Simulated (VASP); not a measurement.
# MoS (Pm-3m) in VASP: notebook

MoS is run at these levels: PBE; tasks: single point, relaxation of cell and atoms.

Everything below comes from runs of VASP 6.6.1. Logs are shortened: lines on timing, memory, paths and dates and some standing lists are left out, and cuts for length are marked.

### 1 The cell of the first run

Symmetry: Pm-3m, No. 221, cubic system. The conventional cell has a = 3.440 Å, b = 3.440 Å, c = 3.440 Å, α = 90.00°, β = 90.00°, γ = 90.00°. Within 3.9 Å of Mo (site symmetry m-3m) lie 8 S at 2.98 Å and 6 Mo at 3.44 Å. S (site symmetry m-3m) has 8 Mo at 2.98 Å and 6 S at 3.44 Å within 3.9 Å.

The cell was generated, and may not be a known phase.

### 2 Single point, PBE, collinear spin

Contents of INCAR:

```
PREC = Accurate
ENCUT = 520
EDIFF = 1E-7
ISMEAR = 0
SIGMA = 0.1
LREAL = False
LASPH = True
NELM = 150
ALGO = Normal
ISIF = 2
LWAVE = False
LCHARG = True
ISPIN = 2
MAGMOM = 1 0
LORBIT = 11
LMAXMIX = 4
GGA = PE
LELF = True
LVHAR = True
NBANDS = 21
```

Contents of KPOINTS:

```
regular mesh
0
Gamma
  6 6 6
```

Contents of POSCAR:

```
MoS
1.0
    3.4404364600      0.0000000000      0.0000000000
    0.0000000000      3.4404364600      0.0000000000
    0.0000000000      0.0000000000      3.4404364600
Mo S
1 1
Direct
    0.5000000000      0.5000000000      0.5000000000
    0.0000000000      0.0000000000      0.0000000000
```

Potentials or basis: VASP PAW PBE potentials, release 64 (Mo_sv, S).

Launch:

```
$ cat potpaw_PBE.64/Mo_sv/POTCAR potpaw_PBE.64/S/POTCAR > POTCAR
$ mpirun -np 1 vasp_std > vasp.out
```

OUTCAR:

```text
PREC = Accurate
   ENCUT = 520
   EDIFF = 1E-7
   ISMEAR = 0
   LREAL = False
   LASPH = True
   NELM = 150
   ISIF = 2
   ISPIN = 2
   LORBIT = 11
   GGA = PE

 ion  position               nearest neighbor table
   1  0.500  0.500  0.500-   2 2.98   2 2.98   2 2.98   2 2.98   2 2.98   2 2.98   2 2.98   2 2.98

   2  0.000  0.000  0.000-   1 2.98   1 2.98   1 2.98   1 2.98   1 2.98   1 2.98   1 2.98   1 2.98

  LATTYP: Found a simple cubic cell.
 ALAT       =     3.4404364600

  Lattice vectors:

 A1 = (   3.4404364600,   0.0000000000,   0.0000000000)
 A2 = (   0.0000000000,   3.4404364600,   0.0000000000)
 A3 = (   0.0000000000,   0.0000000000,   3.4404364600)

Analysis of symmetry for initial positions (statically):
=====================================================================
 Subroutine PRICEL returns:
 Original cell was already a primitive cell.

 Routine SETGRP: Setting up the symmetry group for a
 simple cubic supercell.

 Subroutine GETGRP returns: Found 48 space group operations
 (whereof 48 operations were pure point group operations)
 out of a pool of 48 trial point group operations.

The static configuration has the point symmetry O_h .

Analysis of symmetry for dynamics (positions and initial velocities):
=====================================================================
 Subroutine PRICEL returns:
 Original cell was already a primitive cell.

 Routine SETGRP: Setting up the symmetry group for a
 simple cubic supercell.

 Subroutine GETGRP returns: Found 48 space group operations
 (whereof 48 operations were pure point group operations)
 out of a pool of 48 trial point group operations.

The dynamic configuration has the point symmetry O_h .

Analysis of structural, dynamic, and magnetic symmetry:
=====================================================================
 Subroutine PRICEL returns:
 Original cell was already a primitive cell.

 Routine SETGRP: Setting up the symmetry group for a
 simple cubic supercell.

 Subroutine GETGRP returns: Found 48 space group operations
 (whereof 48 operations were pure point group operations)
 out of a pool of 48 trial point group operations.

The overall configuration has the point symmetry O_h .

 Subroutine INISYM returns: Found 48 space group operations
 (whereof 48 operations are pure point group operations),
 and found     1 'primitive' translations

----------------------------------------------------------------------------------------

                                     Primitive cell

  volume of cell :      40.7231

  direct lattice vectors                    reciprocal lattice vectors
     3.440436460  0.000000000  0.000000000     0.290660796  0.000000000  0.000000000
     0.000000000  3.440436460  0.000000000     0.000000000  0.290660796  0.000000000
     0.000000000  0.000000000  3.440436460     0.000000000  0.000000000  0.290660796

  length of vectors
     3.440436460  3.440436460  3.440436460     0.290660796  0.290660796  0.290660796

  position of ions in fractional coordinates (direct lattice)
     0.500000000  0.500000000  0.500000000
     0.000000000  0.000000000  0.000000000

  ion indices of the primitive-cell ions
   primitive index   ion index
                 1           1
                 2           2

----------------------------------------------------------------------------------------

 KPOINTS: regular mesh

Automatic generation of k-mesh.
 Grid dimensions read from file:
 generate k-points for:    6    6    6

 Generating k-lattice:

  Cartesian coordinates                     Fractional coordinates (reciprocal lattice)
     0.048443466  0.000000000  0.000000000     0.166666667  0.000000000  0.000000000
     0.000000000  0.048443466  0.000000000     0.000000000  0.166666667  0.000000000
     0.000000000  0.000000000  0.048443466     0.000000000  0.000000000  0.166666667

  Length of vectors
     0.048443466  0.048443466  0.048443466

  Shift w.r.t. Gamma in fractional coordinates (k-lattice)
     0.000000000  0.000000000  0.000000000

 Subroutine IBZKPT returns following result:
 ===========================================

 Found     20 irreducible k-points:

 Following reciprocal coordinates:
            Coordinates               Weight
  0.000000  0.000000  0.000000      1.000000
  0.166667  0.000000  0.000000      6.000000
  0.333333  0.000000  0.000000      6.000000
  0.500000  0.000000  0.000000      3.000000
  0.166667  0.166667  0.000000     12.000000
  0.333333  0.166667  0.000000     24.000000
[... 12 lines left out ...]
  0.500000  0.500000  0.333333      6.000000
  0.500000  0.500000  0.500000      1.000000
   k-points           NKPTS =     20   k-points in BZ     NKDIM =     20   number of bands    NBANDS=     21
   number of dos      NEDOS =    301   number of ions     NIONS =      2
   total plane-waves  NPLWV =  21952
   dimension x,y,z NGX =    28 NGY =   28 NGZ =   28
   dimension x,y,z NGXF=    56 NGYF=   56 NGZF=   56
   ions per type =               1   1
   NGX,Y,Z   is equivalent  to a cutoff of  13.53, 13.53, 13.53 a.u.
   NGXF,Y,Z  is equivalent  to a cutoff of  27.06, 27.06, 27.06 a.u.
 SYSTEM =  unknown system
   PREC   = accura    normal or accurate (medium, high low for compatibility)
   ISTART =      0    job   : 0-new  1-cont  2-samecut
   ICHARG =      2    charge: 1-file 2-atom 10-const
   ISPIN  =      2    spin polarized calculation?
   LNONCOLLINEAR =      F non collinear calculations
   LSORBIT =      F    spin-orbit coupling
   LASPH  =      T    aspherical Exc in radial PAW
   ENCUT  =  520.0 eV  38.22 Ry    6.18 a.u.   6.40  6.40  6.40*2*pi/ulx,y,z
   NELM   =    150;   NELMIN=  2; NELMDL= -5     # of ELM steps
   EDIFF  = 0.1E-06   stopping-criterion for ELM
   LREAL  =      F    real-space projection
   EDIFFG = 0.1E-05   stopping-criterion for IOM
   NSW    =      0    number of steps for IOM
   IBRION =     -1    ionic relax: 0-MD 1-quasi-New 2-CG
   NFREE  =      0    steps in history (QN), initial steepest desc. (CG)
   ISIF   =      2    stress and relaxation
   ISYM   =      2    0-nonsym 1-usesym 2-fastsym
   POTIM  = 0.5000    time-step for ionic-motion
   TEBEG  =    0.0;   TEEND  =   0.0 temperature during run
   PSTRESS=    0.0 pullay stress
   NELECT =      20.0000    total number of electrons
   NUPDOWN=      -1.0000    fix difference up-down
   EMIN   =  10.00;   EMAX   =-10.00  energy-range for DOS
   EFERMI =   0.00;   METHOD = LEGACY
   ISMEAR =     0;   SIGMA  =   0.10  broadening in eV -4-tet -1-fermi 0-gaus
   EFERMI_NEDOS =   21; number of points for ismear=-14 and -15
   IALGO  =     38    algorithm
   IMIX   =      4    mixing-type and parameters
     AMIX     =   0.40;   BMIX     =  1.00
     AMIX_MAG =   1.60;   BMIX_MAG =  1.00
  volume/ion in A,a.u.               =      20.36       137.41
  Fermi-wavevector in a.u.,A,eV,Ry     =   1.291629  2.440826 22.698691  1.668307
  Thomas-Fermi vector in A             =   2.423388
   LORBIT       =     11    0 simple, 1 ext, 2 COOP (PROOUT), +10 PAW based schemes
   GGA     = PE    functional components
   LHFCALC =     F    Hartree Fock is set to
   AEXX    =    0.0000 exact exchange contribution
   IVDW    =     0    specifies the selected vdW correction
   LEPSILON=     F    determine dielectric tensor
   LRPA    =     F    only Hartree local field effects (RPA)
 spin polarized calculation
 Gauss-broadening in eV      SIGMA  =   0.10
  energy-cutoff  :      520.00
  volume of cell :       40.72
 maximum number of plane-waves:      1108
 NGX is ok and might be reduce to    28
   NGX = 13   NGY = 13   NGZ = 13

 number of electron      19.9999998 magnetization       2.0000643

 Free energy of the ion-electron system (eV)
  ---------------------------------------------------
  ext. energy  EPLUGINS =         0.00000000
  ---------------------------------------------------
  free energy    TOTEN  =       -13.49362738 eV

  energy without entropy =      -13.48965606  energy(sigma->0) =      -13.49164172

 E-fermi :   7.4538     XC(G=0): -10.9151

 val. band max:        7.4135387515   @ k =   0.5000   0.3333   0.0000
 cond. band min:       7.5376550765   @ k =   0.1667   0.0000   0.0000
 fundamental gap:      0.1241163250
 Fermi energy:         7.4537931567

 spin component 1

 k-point     1 :       0.0000    0.0000    0.0000
  band No.  band energies     occupation
      1     -54.6365      1.00000
      2     -28.6854      1.00000
      3     -28.6854      1.00000
      4     -28.6854      1.00000
      5      -6.6801      1.00000
      6       4.7010      1.00000
[... 13 lines left out ...]
     20      21.7047      0.00000
     21      21.7047      0.00000

 k-point     2 :       0.1667    0.0000    0.0000
  band No.  band energies     occupation
      1     -54.6352      1.00000
      2     -28.7091      1.00000
      3     -28.6833      1.00000
      4     -28.6833      1.00000
      5      -6.4851      1.00000
      6       3.3197      1.00000
[... 13 lines left out ...]
     20      21.2453      0.00000
     21      23.1044      0.00000

 k-point     3 :       0.3333    0.0000    0.0000
  band No.  band energies     occupation
      1     -54.6323      1.00000
      2     -28.7562      1.00000
      3     -28.6792      1.00000
      4     -28.6792      1.00000
      5      -6.0352      1.00000
      6       1.5175      1.00000
[... 13 lines left out ...]
     20      20.5181      0.00000
     21      23.3568      0.00000
[... 361 lines left out ...]
 k-point    19 :       0.5000    0.5000    0.3333
  band No.  band energies     occupation
      1     -54.6212      1.00000
      2     -28.7604      1.00000
      3     -28.7604      1.00000
      4     -28.7359      1.00000
      5      -4.8774      1.00000
      6       1.9478      1.00000
[... 13 lines left out ...]
     20      23.7018      0.00000
     21      23.8614      0.00000

 k-point    20 :       0.5000    0.5000    0.5000
  band No.  band energies     occupation
      1     -54.6198      1.00000
      2     -28.7578      1.00000
      3     -28.7578      1.00000
      4     -28.7578      1.00000
      5      -4.6581      1.00000
      6       1.7709      1.00000
[... 13 lines left out ...]
     20      24.7739      0.00000
     21      24.7739      0.00000
 Fermi energy:         7.4537931567

 spin component 2

 k-point     1 :       0.0000    0.0000    0.0000
  band No.  band energies     occupation
      1     -53.4274      1.00000
      2     -27.3468      1.00000
      3     -27.3468      1.00000
      4     -27.3468      1.00000
      5      -6.7282      1.00000
      6       5.3146      1.00000
[... 13 lines left out ...]
     20      21.7663      0.00000
     21      21.7663      0.00000

 k-point     2 :       0.1667    0.0000    0.0000
  band No.  band energies     occupation
      1     -53.4260      1.00000
      2     -27.3716      1.00000
      3     -27.3448      1.00000
      4     -27.3448      1.00000
      5      -6.5452      1.00000
      6       3.5683      1.00000
[... 13 lines left out ...]
     20      21.3477      0.00000
     21      23.7573      0.00000

 k-point     3 :       0.3333    0.0000    0.0000
  band No.  band energies     occupation
      1     -53.4232      1.00000
      2     -27.4207      1.00000
      3     -27.3406      1.00000
      4     -27.3406      1.00000
      5      -6.1278      1.00000
      6       1.7760      1.00000
[... 13 lines left out ...]
     20      20.7816      0.00000
     21      23.8993      0.00000
[... 361 lines left out ...]
 k-point    19 :       0.5000    0.5000    0.3333
  band No.  band energies     occupation
      1     -53.4119      1.00000
      2     -27.4251      1.00000
      3     -27.4251      1.00000
      4     -27.3997      1.00000
      5      -5.0159      1.00000
      6       2.2986      1.00000
[... 13 lines left out ...]
     20      23.9879      0.00000
     21      23.9879      0.00000

 k-point    20 :       0.5000    0.5000    0.5000
  band No.  band energies     occupation
      1     -53.4105      1.00000
      2     -27.4225      1.00000
      3     -27.4225      1.00000
      4     -27.4225      1.00000
      5      -4.8190      1.00000
      6       2.1858      1.00000
[... 13 lines left out ...]
     20      25.0672      0.00000
     21      25.0672      0.00000

------------------------ aborting loop because EDIFF is reached ----------------------------------------

  FORCE on cell =-STRESS in cart. coord.  units (eV):
  Direction    XX          YY          ZZ          XY          YZ          ZX
  --------------------------------------------------------------------------------------
  -------------------------------------------------------------------------------------
  Total       -6.7029757     -6.7029757     -6.7029757      0.0000000      0.0000000     -0.0000000
  in kB     -263.7166823   -263.7166823   -263.7166823      0.0000000      0.0000000     -0.0000000
  external PRESSURE =    -263.7166823 kB  Pullay stress =       0.0000000 kB

 VOLUME and BASIS-vectors are now :
 -----------------------------------------------------------------------------
  energy-cutoff  :      520.00
  volume of cell :       40.72
      direct lattice vectors                 reciprocal lattice vectors
     3.440436460  0.000000000  0.000000000     0.290660796  0.000000000  0.000000000
     0.000000000  3.440436460  0.000000000     0.000000000  0.290660796  0.000000000
     0.000000000  0.000000000  3.440436460     0.000000000  0.000000000  0.290660796

 POSITION                                       TOTAL-FORCE (eV/Angst)
 -----------------------------------------------------------------------------------
      1.72022      1.72022      1.72022         0.000000      0.000000      0.000000
      0.00000      0.00000      0.00000         0.000000      0.000000      0.000000
 -----------------------------------------------------------------------------------
    total drift:                                0.000000      0.000000      0.000000

  FREE ENERGIE OF THE ION-ELECTRON SYSTEM (eV)
  ---------------------------------------------------
  free  energy   TOTEN  =       -13.4936273835 eV

  energy  without entropy=      -13.4896560623  energy(sigma->0) =      -13.49164172

 total charge

# of ion       s       p       d       tot
------------------------------------------
    1        2.171   6.040   3.715  11.926
    2        1.368   2.181   0.000   3.549
--------------------------------------------------
tot          3.539   8.221   3.715  15.475

 magnetization (x)

# of ion       s       p       d       tot
------------------------------------------
    1        0.031   0.023   1.761   1.816
    2        0.025  -0.143   0.000  -0.118
--------------------------------------------------
tot          0.056  -0.120   1.761   1.698
```

Run time: 24 s. Hardware: 1 thread of Intel Xeon Platinum 8559C (Emerald Rapids), shared host; peak memory 0.18 GiB.

What came out:

```yaml
Free_energy: -13.4936 eV
Pressure: -26.4 GPa
Band_gap_on_the_k_mesh: zero (filled and empty bands overlap)
Net_moment: 2.00 μB per cell
Site_moments: Mo +1.82; S -0.12 μB
Valence_electrons_inside_the_program's_atomic_spheres: Mo 11.93; S 3.55
```

Caveat: the cell stands under tension.

(Part 1 of 2 ends here.)

The gap in the log of VASP goes by the Fermi energy; the results here count the filled bands.